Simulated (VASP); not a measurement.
# SiGe4 in VASP: notebook, part 2 of 2

VASP 6.6.1.

### Step 3. Single point, PBE

The input, INCAR:

```
SYSTEM = SiGe4
PREC     = Accurate       ! precision mode
ENCUT    = 520            ! plane-wave cutoff, eV
EDIFF    = 1E-7           ! SCF threshold, eV
ISMEAR   = 0              ! smearing method
SIGMA    = 0.1            ! smearing width, eV
LREAL    = .FALSE.        ! projectors in reciprocal space
LASPH    = .TRUE.         ! aspherical terms in the spheres
NELM     = 80             ! most SCF steps
ALGO     = Normal         ! electronic algorithm
ISIF     = 2              ! what is computed and relaxed
LWAVE    = .FALSE.        ! write WAVECAR
LCHARG   = .FALSE.        ! write CHGCAR
LDIPOL   = .TRUE.       
IDIPOL   = 3            
DIPOL    = 0.5 0.5 0.348
GGA      = PE             ! functional
NBANDS   = 38             ! bands
```

The input, KPOINTS:

```
regular mesh
0
G
  7 7 1
  0 0 0
```

The input, POSCAR:

```
SiGe4
1.0
    4.0740542171      0.0000000000      0.0000000000
    0.0000000000      4.0740542171      0.0000000000
    0.0000000000      0.0000000000     19.8557569412
Ge Si
4 1
Direct
    0.0000000000      0.5000000000      0.2014529092
    0.0000000000      0.0000000000      0.2739958843
    0.5000000000      0.0000000000      0.3493666172
    0.5000000000      0.5000000000      0.4208228861
    0.5000000000      1.0000000000      0.4939499707
```

Potentials or basis: VASP PAW PBE potentials, release 64 (Ge_d, Si).

Command:

```
> cat potpaw_PBE.64/Ge_d/POTCAR potpaw_PBE.64/Si/POTCAR > POTCAR
> mpirun -np 1 vasp_std > vasp.out
```

OUTCAR:

```text
SYSTEM = SiGe4
   PREC = Accurate
   ENCUT = 520
   EDIFF = 1E-7
   ISMEAR = 0
   LREAL = .FALSE.
   LASPH = .TRUE.
   NELM = 80
   ISIF = 2
   GGA = PE

 ion  position               nearest neighbor table
   1  0.000  0.500  0.201-   2 2.49   2 2.49
   2  0.000  0.000  0.274-   1 2.49   1 2.49   3 2.53   3 2.53
   3  0.500  0.000  0.349-   4 2.48   4 2.48   2 2.53   2 2.53   5 2.87
   4  0.500  0.500  0.421-   3 2.48   3 2.48   5 2.50   5 2.50
   5  0.500  0.000  0.494-   4 2.50   4 2.50   3 2.87

  LATTYP: Found a simple tetragonal cell.
 ALAT       =     4.0740542171
 C/A-ratio  =     4.8737095490

  Lattice vectors:

 A1 = (   4.0740542171,   0.0000000000,   0.0000000000)
 A2 = (   0.0000000000,   4.0740542171,   0.0000000000)
 A3 = (   0.0000000000,   0.0000000000,  19.8557569412)

Analysis of symmetry for initial positions (statically):
=====================================================================
 Subroutine PRICEL returns:
 Original cell was already a primitive cell.

 Routine SETGRP: Setting up the symmetry group for a
 simple tetragonal supercell.

 Subroutine GETGRP returns: Found  4 space group operations
 (whereof  4 operations were pure point group operations)
 out of a pool of 16 trial point group operations.

The static configuration has the point symmetry C_2v.

Analysis of symmetry for dynamics (positions and initial velocities):
=====================================================================
 Subroutine PRICEL returns:
 Original cell was already a primitive cell.

 Routine SETGRP: Setting up the symmetry group for a
 simple tetragonal supercell.

 Subroutine GETGRP returns: Found  4 space group operations
 (whereof  4 operations were pure point group operations)
 out of a pool of 16 trial point group operations.

The dynamic configuration has the point symmetry C_2v.

 Subroutine INISYM returns: Found  4 space group operations
 (whereof  4 operations are pure point group operations),
 and found     1 'primitive' translations

----------------------------------------------------------------------------------------

                                     Primitive cell

  volume of cell :     329.5642

  direct lattice vectors                    reciprocal lattice vectors
     4.074054217  0.000000000  0.000000000     0.245455742  0.000000000  0.000000000
     0.000000000  4.074054217  0.000000000     0.000000000  0.245455742  0.000000000
     0.000000000  0.000000000 19.855756941     0.000000000  0.000000000  0.050363227

  length of vectors
     4.074054217  4.074054217 19.855756941     0.245455742  0.245455742  0.050363227

  position of ions in fractional coordinates (direct lattice)
     0.000000000  0.500000000  0.201452909
     0.000000000  0.000000000  0.273995884
     0.500000000  0.000000000  0.349366617
     0.500000000  0.500000000  0.420822886
     0.500000000  0.000000000  0.493949971

  ion indices of the primitive-cell ions
   primitive index   ion index
                 1           1
                 2           2
                 3           3
[... 32 lines left out ...]
  0.142857  0.000000  0.000000      2.000000
  0.000000  0.142857  0.000000      2.000000
  0.285714  0.000000  0.000000      2.000000
  0.000000  0.285714  0.000000      2.000000
  0.428571  0.000000  0.000000      2.000000
[... 8 lines left out ...]
 -0.285714  0.428571  0.000000      4.000000
  0.428571  0.428571  0.000000      4.000000
   k-points           NKPTS =     16   k-points in BZ     NKDIM =     16   number of bands    NBANDS=     38
   number of dos      NEDOS =    301   number of ions     NIONS =      5
   total plane-waves  NPLWV = 135000
   dimension x,y,z NGX =    30 NGY =   30 NGZ =  150
   dimension x,y,z NGXF=    60 NGYF=   60 NGZF=  300
   ions per type =               4   1
   NGX,Y,Z   is equivalent  to a cutoff of  12.24, 12.24, 12.56 a.u.
   NGXF,Y,Z  is equivalent  to a cutoff of  24.48, 24.48, 25.12 a.u.
 SYSTEM =  SiGe4
   PREC   = accura    normal or accurate (medium, high low for compatibility)
   ISTART =      0    job   : 0-new  1-cont  2-samecut
   ICHARG =      2    charge: 1-file 2-atom 10-const
   ISPIN  =      1    spin polarized calculation?
   LNONCOLLINEAR =      F non collinear calculations
   LSORBIT =      F    spin-orbit coupling
   LASPH  =      T    aspherical Exc in radial PAW
   ENCUT  =  520.0 eV  38.22 Ry    6.18 a.u.   7.58  7.58 36.92*2*pi/ulx,y,z
   NELM   =     80;   NELMIN=  2; NELMDL= -5     # of ELM steps
   EDIFF  = 0.1E-06   stopping-criterion for ELM
   LREAL  =      F    real-space projection
   EDIFFG = 0.1E-05   stopping-criterion for IOM
   NSW    =      0    number of steps for IOM
   IBRION =     -1    ionic relax: 0-MD 1-quasi-New 2-CG
   NFREE  =      0    steps in history (QN), initial steepest desc. (CG)
   ISIF   =      2    stress and relaxation
   ISYM   =      2    0-nonsym 1-usesym 2-fastsym
   POTIM  = 0.5000    time-step for ionic-motion
   TEBEG  =    0.0;   TEEND  =   0.0 temperature during run
   PSTRESS=    0.0 pullay stress
   NELECT =      60.0000    total number of electrons
   NUPDOWN=      -1.0000    fix difference up-down
   EMIN   =  10.00;   EMAX   =-10.00  energy-range for DOS
   EFERMI =   0.00;   METHOD = LEGACY
   ISMEAR =     0;   SIGMA  =   0.10  broadening in eV -4-tet -1-fermi 0-gaus
   EFERMI_NEDOS =   21; number of points for ismear=-14 and -15
   IALGO  =     38    algorithm
   IMIX   =      4    mixing-type and parameters
     AMIX     =   0.40;   BMIX     =  1.00
     AMIX_MAG =   1.60;   BMIX_MAG =  1.00
  volume/ion in A,a.u.               =      65.91       444.80
  Fermi-wavevector in a.u.,A,eV,Ry     =   0.927852  1.753385 11.713375  0.860909
  Thomas-Fermi vector in A             =   2.053966
   LORBIT       =      0    0 simple, 1 ext, 2 COOP (PROOUT), +10 PAW based schemes
   GGA     = PE    functional components
   LHFCALC =     F    Hartree Fock is set to
   AEXX    =    0.0000 exact exchange contribution
   IVDW    =     0    specifies the selected vdW correction
   LEPSILON=     F    determine dielectric tensor
   LRPA    =     F    only Hartree local field effects (RPA)
 non-spin polarized calculation
 Gauss-broadening in eV      SIGMA  =   0.10
  energy-cutoff  :      520.00
  volume of cell :      329.56
 maximum number of plane-waves:      8917
   NGX = 15   NGY = 15   NGZ = 73

 dipolmoment           0.000000      0.000000      0.088632 electrons x Angstroem

 number of electron      59.9999945 magnetization

 dipolmoment           0.000000      0.000000     -0.039677 electrons x Angstroem

 Free energy of the ion-electron system (eV)
  ---------------------------------------------------
  ext. energy  EPLUGINS =         0.00000000
  ---------------------------------------------------
  free energy    TOTEN  =       -19.53895123 eV

  energy without entropy =      -19.52273005  energy(sigma->0) =      -19.53084064

 E-fermi :  -1.4678     XC(G=0):  -4.3233

 val. band max:       -1.4784389782   @ k =   0.1429   0.0000   0.0000
 cond. band min:      -1.4399185820   @ k =  -0.1429   0.2857   0.0000
 fundamental gap:      0.0385203961
 Fermi energy:        -1.4677961686

 k-point     1 :       0.0000    0.0000    0.0000
  band No.  band energies     occupation
      1     -26.2027      2.00000
      2     -26.1510      2.00000
      3     -26.1315      2.00000
      4     -26.1028      2.00000
      5     -26.1018      2.00000
      6     -26.0348      2.00000
[... 645 lines left out ...]
     37       3.1719      0.00000
     38       4.2974      0.00000

------------------------ aborting loop because EDIFF is reached ----------------------------------------

 vacuum level on the upper side and lower side of the slab       (xc-potential included)        -0.221         0.157

  FORCE on cell =-STRESS in cart. coord.  units (eV):
  Direction    XX          YY          ZZ          XY          YZ          ZX
  --------------------------------------------------------------------------------------
  -------------------------------------------------------------------------------------
  Total       -2.8455000     -0.5046907      1.6229626      0.0000000      0.0000000      0.0000000
  in kB      -13.8334055     -2.4535553      7.8900370      0.0000000      0.0000000      0.0000000
  external PRESSURE =      -2.7989746 kB  Pullay stress =       0.0000000 kB

 VOLUME and BASIS-vectors are now :
 -----------------------------------------------------------------------------
  energy-cutoff  :      520.00
  volume of cell :      329.56
      direct lattice vectors                 reciprocal lattice vectors
     4.074054217  0.000000000  0.000000000     0.245455742  0.000000000  0.000000000
     0.000000000  4.074054217  0.000000000     0.000000000  0.245455742  0.000000000
     0.000000000  0.000000000 19.855756941     0.000000000  0.000000000  0.050363227

 POSITION                                       TOTAL-FORCE (eV/Angst)
 -----------------------------------------------------------------------------------
      0.00000      2.03703      4.00000         0.000000      0.000000     -0.206872
      0.00000      0.00000      5.44040         0.000000      0.000000      0.149532
      2.03703      0.00000      6.93694         0.000000      0.000000     -0.843129
      2.03703      2.03703      8.35576         0.000000      0.000000      0.906608
      2.03703      0.00000      9.80775         0.000000      0.000000     -0.006140
 -----------------------------------------------------------------------------------
    total drift:                                0.000000     -0.000000      0.002688

  FREE ENERGIE OF THE ION-ELECTRON SYSTEM (eV)
  ---------------------------------------------------
  free  energy   TOTEN  =       -19.5389512317 eV

  energy  without entropy=      -19.5227300488  energy(sigma->0) =      -19.53084064

 vacuum level on the upper side and lower side of the slab         2.985         3.414
```

It took 3.5 min on 1 thread of AMD EPYC 9R45 (Zen 5), shared host; peak memory 0.41 GiB.

What came out:

| Quantity | Value |
| --- | --- |
| Free energy | -19.5390 eV |
| Largest force | 0.907 eV/Å |
| Band gap on the k mesh | zero (band 30 reaches -0.71 eV, above the bottom of band 31 at -1.84 eV) |

Forces in eV/Å, atoms in the order of the input:
```
Ge   0.000  0.000 -0.207
Ge   0.000  0.000  0.150
Ge   0.000  0.000 -0.843
Ge   0.000  0.000  0.907
Si   0.000  0.000 -0.006
```

Levels at points of the mesh, in eV from the Fermi level:
```
           k point  band 27  band 28  band 29  band 30  band 31  band 32  band 33  band 34
(0.00, 0.00, 0.00)    -1.84    -1.07    -0.27     0.07     0.65     1.45     1.84     1.96
```

### Step 4. Single point, PBE

The input, INCAR:

```
PREC     = Accurate       # precision mode
ENCUT    = 520            # plane-wave cutoff, eV
EDIFF    = 1E-6           # SCF threshold, eV
ISMEAR   = 0              # smearing method
SIGMA    = 0.1            # smearing width, eV
LREAL    = F              # projectors in reciprocal space
LASPH    = T              # aspherical terms in the spheres
NELM     = 100            # most SCF steps
ALGO     = Normal         # electronic algorithm
ISIF     = 2              # what is computed and relaxed
LWAVE    = F              # write WAVECAR
LCHARG   = T              # write CHGCAR
LDIPOL   = T            
IDIPOL   = 3            
DIPOL    = 0.5 0.5 0.347
GGA      = PE             # functional
LELF     = T              # ELF
LVHAR    = T            
LVACPOTAV= T            
NBANDS   = 38             # bands
```

The input, KPOINTS:

```
regular mesh
0
Gamma
  7 7 1
```

Edit POSCAR of step 3 so:

```diff
@@ -12,2 +12,2 @@
     0.5000000000      0.5000000000      0.4208228861
-    0.5000000000      1.0000000000      0.4939499707
+    1.0000000000      0.5000000000      0.4872531526
```

Command:

```
> cat potpaw_PBE.64/Ge_d/POTCAR potpaw_PBE.64/Si/POTCAR > POTCAR
> mpirun -np 1 vasp_std > vasp.out
```

It took 3.1 min on 1 thread of AMD EPYC 9R45 (Zen 5), shared host; peak memory 0.42 GiB.

It converged, with:

| Property | Result |
| --- | --- |
| Free energy | -20.0504 eV |
| Largest force | 0.460 eV/Å |
| Band gap on the k mesh | zero (band 30 reaches -1.04 eV, above the bottom of band 31 at -2.00 eV) |

Forces on the atoms (eV/Å):
```
Ge   0.000  0.000  0.054
Ge   0.000  0.000  0.148
Ge   0.000  0.000 -0.460
Ge   0.000  0.000  0.262
Si   0.000  0.000 -0.005
```

Levels at points of the mesh, in eV from the Fermi level:
```
           k point  band 28  band 29  band 30  band 31  band 32  band 33
(0.00, 0.00, 0.00)    -0.75    -0.64     0.64     1.32     1.68     1.99
```
